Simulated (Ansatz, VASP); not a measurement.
**Two plane-wave programs on CsH**

```
Cs H
1.0
     0.00000    3.06048    2.93296
     3.06048    0.00000    2.93296
     3.06048    3.06048    0.00000
Cs H
1 1
Direct
  0.00000 0.00000 0.00000
  0.50000 0.50000 0.50000
```

Change from the starting cell: strain -0.040 along x and y, -0.080 along z, atoms carried along.

Alike in both runs: task single point; functional LDA; k mesh 8 × 8 × 8; occupations gaussian, width 0.05 eV; no spin polarisation.

```csv
,VASP,Ansatz
version,VASP 6.6.1,Ansatz 0.2.0
potentials or method,"VASP PAW LDA potentials, release 64 (Cs_sv, H), cutoff 520 eV","scalar-relativistic, plane waves, PAW"
valence electrons in the cell,10,10
```

```csv
,VASP,Ansatz,Ansatz less VASP
gap on the k mesh at the Fermi level (eV),1.65,1.68,+0.031
least direct gap on the mesh (eV),1.65,1.68,+0.031
pressure (GPa),0.5,0.5,-0.07
"traceless stress, the component that is largest in VASP (GPa)",1.14,1.12,-0.028
```

LDA's correlation is that of Perdew and Zunger in VASP and of Perdew and Wang (1992) in Ansatz.

Neither program's run includes spin-orbit coupling.
